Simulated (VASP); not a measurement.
# NaI (P6_3/mmc) in VASP: single point with PBEsol

Aim: the single point of NaI with PBEsol.

All numbers are computed with VASP 6.6.1; they aren't measurements. Logs are shortened: lines on timing, memory, paths and dates and some standing lists are left out, and cuts for length are marked.

### 1 The cell of the first run

Symmetry: P6_3/mmc, No. 194, hexagonal system. Conventional cell: a = 5.398 Å, b = 5.398 Å, c = 6.393 Å, α = 90.00°, β = 90.00°, γ = 120.00°. Within 4.1 Å of Na (site symmetry -6m2) lie 5 I at 3.12 to 3.20 Å. I (site symmetry -6m2) has 5 Na at 3.12 to 3.20 Å within 4.1 Å.

### 2 Single point, PBEsol

INCAR

```
PREC     = Accurate       # precision mode
ENCUT    = 520            # plane-wave cutoff, eV
EDIFF    = 1E-7           # SCF threshold, eV
ISMEAR   = -1             # smearing method
SIGMA    = 0.02           # smearing width, eV
LREAL    = False          # projectors in reciprocal space
LASPH    = True           # aspherical terms in the spheres
NELM     = 100            # most SCF steps
ALGO     = Normal         # electronic algorithm
ISIF     = 2              # what is computed and relaxed
LWAVE    = False          # write WAVECAR
LCHARG   = False          # write CHGCAR
GGA      = PS             # functional
NBANDS   = 22             # bands
```

KPOINTS

```
regular mesh
0
Gamma
  6 6 4
```

POSCAR

```
NaI
1.0
    5.3976704554      0.0000000000      0.0000000000
   -2.6988352277      4.6745197357      0.0000000000
    0.0000000000      0.0000000000      6.3933288512
Na I
2 2
Direct
    0.3333333333      0.6666666667     -0.0624926674
    0.6666666667      0.3333333333      0.4375073326
    0.3333333333      0.6666666667      0.4374926674
    0.6666666667      0.3333333333      0.9374926674
```

Potentials or basis: VASP PAW PBE potentials, release 64 (Na_pv, I).

Launch:

```sh
cat potpaw_PBE.64/Na_pv/POTCAR potpaw_PBE.64/I/POTCAR > POTCAR
mpirun -np 1 vasp_std > vasp.out
```

OUTCAR:

```text
PREC = Accurate
   ENCUT = 520
   EDIFF = 1E-7
   ISMEAR = -1
   LREAL = False
   LASPH = True
   NELM = 100
   ISIF = 2
   GGA = PS

 ion  position               nearest neighbor table
   1  0.333  0.667  0.938-   4 3.12   4 3.12   4 3.12
   2  0.667  0.333  0.438-   3 3.12   3 3.12   3 3.12
   3  0.333  0.667  0.437-   2 3.12   2 3.12   2 3.12
   4  0.667  0.333  0.937-   1 3.12   1 3.12   1 3.12

  LATTYP: Found a hexagonal cell.
 ALAT       =     5.3976704554
 C/A-ratio  =     1.1844607603

  Lattice vectors:

 A1 = (   5.3976704554,   0.0000000000,   0.0000000000)
 A2 = (  -2.6988352277,   4.6745197357,   0.0000000000)
 A3 = (   0.0000000000,   0.0000000000,   6.3933288512)

Analysis of symmetry for initial positions (statically):
=====================================================================
 Subroutine PRICEL returns:
 Original cell was already a primitive cell.

 Routine SETGRP: Setting up the symmetry group for a
 hexagonal supercell.

 Subroutine GETGRP returns: Found 12 space group operations
 (whereof  6 operations were pure point group operations)
 out of a pool of 24 trial point group operations.

The static configuration has the point symmetry C_3v.
 The point group associated with its full space group is C_6v.

Analysis of symmetry for dynamics (positions and initial velocities):
=====================================================================
 Subroutine PRICEL returns:
 Original cell was already a primitive cell.

 Routine SETGRP: Setting up the symmetry group for a
 hexagonal supercell.

 Subroutine GETGRP returns: Found 12 space group operations
 (whereof  6 operations were pure point group operations)
 out of a pool of 24 trial point group operations.

The dynamic configuration has the point symmetry C_3v.
 The point group associated with its full space group is C_6v.

 Subroutine INISYM returns: Found 12 space group operations
 (whereof  6 operations are pure point group operations),
 and found     1 'primitive' translations

----------------------------------------------------------------------------------------

                                     Primitive cell

  volume of cell :     161.3134

  direct lattice vectors                    reciprocal lattice vectors
     5.397670455  0.000000000  0.000000000     0.185265108  0.106962860  0.000000000
    -2.698835228  4.674519736  0.000000000     0.000000000  0.213925720  0.000000000
     0.000000000  0.000000000  6.393328851     0.000000000  0.000000000  0.156413040

  length of vectors
     5.397670455  5.397670455  6.393328851     0.213925720  0.213925720  0.156413040

  position of ions in fractional coordinates (direct lattice)
     0.333333333  0.666666667  0.937507333
     0.666666667  0.333333333  0.437507333
     0.333333333  0.666666667  0.437492667
     0.666666667  0.333333333  0.937492667

  ion indices of the primitive-cell ions
   primitive index   ion index
                 1           1
                 2           2
                 3           3
                 4           4

----------------------------------------------------------------------------------------

 KPOINTS: regular mesh

Automatic generation of k-mesh.
 Grid dimensions read from file:
 generate k-points for:    6    6    4

 Generating k-lattice:

  Cartesian coordinates                     Fractional coordinates (reciprocal lattice)
     0.030877518  0.017827143  0.000000000     0.166666667  0.000000000  0.000000000
     0.000000000  0.035654287  0.000000000     0.000000000  0.166666667  0.000000000
     0.000000000  0.000000000  0.039103260     0.000000000  0.000000000  0.250000000

  Length of vectors
     0.035654287  0.035654287  0.039103260

  Shift w.r.t. Gamma in fractional coordinates (k-lattice)
     0.000000000  0.000000000  0.000000000

 Subroutine IBZKPT returns following result:
 ===========================================

 Found     21 irreducible k-points:

 Following reciprocal coordinates:
            Coordinates               Weight
  0.000000  0.000000  0.000000      1.000000
  0.166667  0.000000  0.000000      6.000000
  0.333333  0.000000  0.000000      6.000000
  0.500000  0.000000  0.000000      3.000000
  0.166667  0.166667  0.000000      6.000000
  0.333333  0.166667  0.000000     12.000000
[... 13 lines left out ...]
  0.333333  0.166667  0.500000     12.000000
  0.333333  0.333333  0.500000      2.000000
   k-points           NKPTS =     21   k-points in BZ     NKDIM =     21   number of bands    NBANDS=     22
   number of dos      NEDOS =    301   number of ions     NIONS =      4
   total plane-waves  NPLWV =  76800
   dimension x,y,z NGX =    40 NGY =   40 NGZ =   48
   dimension x,y,z NGXF=    80 NGYF=   80 NGZF=   96
   ions per type =               2   2
   NGX,Y,Z   is equivalent  to a cutoff of  12.32, 12.32, 12.48 a.u.
   NGXF,Y,Z  is equivalent  to a cutoff of  24.64, 24.64, 24.96 a.u.
 SYSTEM =  unknown system
   PREC   = accura    normal or accurate (medium, high low for compatibility)
   ISTART =      0    job   : 0-new  1-cont  2-samecut
   ICHARG =      2    charge: 1-file 2-atom 10-const
   ISPIN  =      1    spin polarized calculation?
   LNONCOLLINEAR =      F non collinear calculations
   LSORBIT =      F    spin-orbit coupling
   LASPH  =      T    aspherical Exc in radial PAW
   ENCUT  =  520.0 eV  38.22 Ry    6.18 a.u.  10.04 10.04 11.89*2*pi/ulx,y,z
   NELM   =    100;   NELMIN=  2; NELMDL= -5     # of ELM steps
   EDIFF  = 0.1E-06   stopping-criterion for ELM
   LREAL  =      F    real-space projection
   EDIFFG = 0.1E-05   stopping-criterion for IOM
   NSW    =      0    number of steps for IOM
   IBRION =     -1    ionic relax: 0-MD 1-quasi-New 2-CG
   NFREE  =      0    steps in history (QN), initial steepest desc. (CG)
   ISIF   =      2    stress and relaxation
   ISYM   =      2    0-nonsym 1-usesym 2-fastsym
   POTIM  = 0.5000    time-step for ionic-motion
   TEBEG  =    0.0;   TEEND  =   0.0 temperature during run
   PSTRESS=    0.0 pullay stress
   NELECT =      28.0000    total number of electrons
   NUPDOWN=      -1.0000    fix difference up-down
   EMIN   =  10.00;   EMAX   =-10.00  energy-range for DOS
   EFERMI =   0.00;   METHOD = LEGACY
   ISMEAR =    -1;   SIGMA  =   0.02  broadening in eV -4-tet -1-fermi 0-gaus
   EFERMI_NEDOS =   21; number of points for ismear=-14 and -15
   IALGO  =     38    algorithm
   IMIX   =      4    mixing-type and parameters
     AMIX     =   0.40;   BMIX     =  1.00
     AMIX_MAG =   1.60;   BMIX_MAG =  1.00
  volume/ion in A,a.u.               =      40.33       272.15
  Fermi-wavevector in a.u.,A,eV,Ry     =   0.913210  1.725717 11.346615  0.833953
  Thomas-Fermi vector in A             =   2.037695
   LORBIT       =      0    0 simple, 1 ext, 2 COOP (PROOUT), +10 PAW based schemes
   GGA     = PS    functional components
   LHFCALC =     F    Hartree Fock is set to
   AEXX    =    0.0000 exact exchange contribution
   IVDW    =     0    specifies the selected vdW correction
   LEPSILON=     F    determine dielectric tensor
   LRPA    =     F    only Hartree local field effects (RPA)
 non-spin polarized calculation
  energy-cutoff  :      520.00
  volume of cell :      161.31
 maximum number of plane-waves:      4368
   NGX = 21   NGY = 21   NGZ = 23

 number of electron      28.0000000 magnetization

 Free energy of the ion-electron system (eV)
  ---------------------------------------------------
  ext. energy  EPLUGINS =         0.00000000
  ---------------------------------------------------
  free energy    TOTEN  =       -11.14319092 eV

  energy without entropy =      -11.14319092  energy(sigma->0) =      -11.14319092

 E-fermi :   0.1100     XC(G=0):  -6.9436

 val. band max:       -0.3128279223   @ k =   0.0000   0.0000   0.0000
 cond. band min:       3.1881023282   @ k =   0.0000   0.0000   0.0000
 fundamental gap:      3.5009302505
 Fermi energy:         0.1099552236

 k-point     1 :       0.0000    0.0000    0.0000
  band No.  band energies     occupation
      1     -22.5762      2.00000
      2     -22.5762      2.00000
      3     -22.5744      2.00000
      4     -22.5744      2.00000
      5     -22.5721      2.00000
      6     -22.5676      2.00000
[... 14 lines left out ...]
     21       7.6103      0.00000
     22       7.6103      0.00000

 k-point     2 :       0.1667    0.0000    0.0000
  band No.  band energies     occupation
      1     -22.5765      2.00000
      2     -22.5763      2.00000
      3     -22.5748      2.00000
      4     -22.5744      2.00000
      5     -22.5718      2.00000
      6     -22.5678      2.00000
[... 14 lines left out ...]
     21       7.3443      0.00000
     22       7.9452      0.00000

 k-point     3 :       0.3333    0.0000    0.0000
  band No.  band energies     occupation
      1     -22.5769      2.00000
      2     -22.5766      2.00000
      3     -22.5756      2.00000
      4     -22.5744      2.00000
      5     -22.5711      2.00000
      6     -22.5685      2.00000
[... 14 lines left out ...]
     21       7.6788      0.00000
     22       8.6161      0.00000

 k-point     4 :       0.5000    0.0000    0.0000
  band No.  band energies     occupation
      1     -22.5771      2.00000
      2     -22.5767      2.00000
      3     -22.5760      2.00000
      4     -22.5744      2.00000
      5     -22.5706      2.00000
      6     -22.5690      2.00000
[... 14 lines left out ...]
     21       8.9252      0.00000
     22       8.9278      0.00000

 k-point     5 :       0.1667    0.1667    0.0000
  band No.  band energies     occupation
      1     -22.5767      2.00000
      2     -22.5766      2.00000
      3     -22.5754      2.00000
      4     -22.5744      2.00000
      5     -22.5713      2.00000
      6     -22.5683      2.00000
[... 342 lines left out ...]
 k-point    19 :       0.1667    0.1667    0.5000
  band No.  band energies     occupation
      1     -22.5766      2.00000
      2     -22.5766      2.00000
      3     -22.5755      2.00000
      4     -22.5755      2.00000
      5     -22.5694      2.00000
      6     -22.5694      2.00000
[... 14 lines left out ...]
     21       7.4527      0.00000
     22       7.4527      0.00000

 k-point    20 :       0.3333    0.1667    0.5000
  band No.  band energies     occupation
      1     -22.5773      2.00000
      2     -22.5773      2.00000
      3     -22.5756      2.00000
      4     -22.5756      2.00000
      5     -22.5692      2.00000
      6     -22.5692      2.00000
[... 14 lines left out ...]
     21       7.9598      0.00000
     22       7.9598      0.00000

 k-point    21 :       0.3333    0.3333    0.5000
  band No.  band energies     occupation
      1     -22.5775      2.00000
      2     -22.5775      2.00000
      3     -22.5757      2.00000
      4     -22.5757      2.00000
      5     -22.5691      2.00000
      6     -22.5691      2.00000
[... 14 lines left out ...]
     21       8.1291      0.00000
     22       8.1291      0.00000

------------------------ aborting loop because EDIFF is reached ----------------------------------------

  FORCE on cell =-STRESS in cart. coord.  units (eV):
  Direction    XX          YY          ZZ          XY          YZ          ZX
  --------------------------------------------------------------------------------------
  -------------------------------------------------------------------------------------
  Total        0.0240465      0.0240465      0.0312181      0.0000000      0.0000000      0.0000000
  in kB        0.2388322      0.2388322      0.3100604      0.0000000      0.0000000      0.0000000
  external PRESSURE =       0.2625749 kB  Pullay stress =       0.0000000 kB

 VOLUME and BASIS-vectors are now :
 -----------------------------------------------------------------------------
  energy-cutoff  :      520.00
  volume of cell :      161.31
      direct lattice vectors                 reciprocal lattice vectors
     5.397670455  0.000000000  0.000000000     0.185265108  0.106962860  0.000000000
    -2.698835228  4.674519736  0.000000000     0.000000000  0.213925720  0.000000000
     0.000000000  0.000000000  6.393328851     0.000000000  0.000000000  0.156413040

 POSITION                                       TOTAL-FORCE (eV/Angst)
 -----------------------------------------------------------------------------------
     -0.00000      3.11635      5.99379        -0.000000     -0.000000     -0.000090
      2.69884      1.55817      2.79713        -0.000000      0.000000     -0.000090
     -0.00000      3.11635      2.79703         0.000000      0.000000      0.000090
      2.69884      1.55817      5.99370         0.000000     -0.000000      0.000090
 -----------------------------------------------------------------------------------
    total drift:                               -0.000000      0.000000      0.000007

  FREE ENERGIE OF THE ION-ELECTRON SYSTEM (eV)
  ---------------------------------------------------
  free  energy   TOTEN  =       -11.1431909200 eV

  energy  without entropy=      -11.1431909199  energy(sigma->0) =      -11.14319092
```

Wall time 26 s (1 thread of Intel Xeon 6975P-C (Granite Rapids), shared host); peak memory 0.28 GiB.

Results:

- Free energy: -11.1432 eV
- Pressure: 0.0 GPa
- Band gap on the k mesh: 3.50 eV, direct

Caveat: the PAW data sets were made with another functional, which shifts forces and pressure a little; spin-orbit coupling is left out, which moves the levels of the heavy elements. Expect the measured gap to be larger: semilocal functionals such as PBEsol lack the derivative discontinuity.
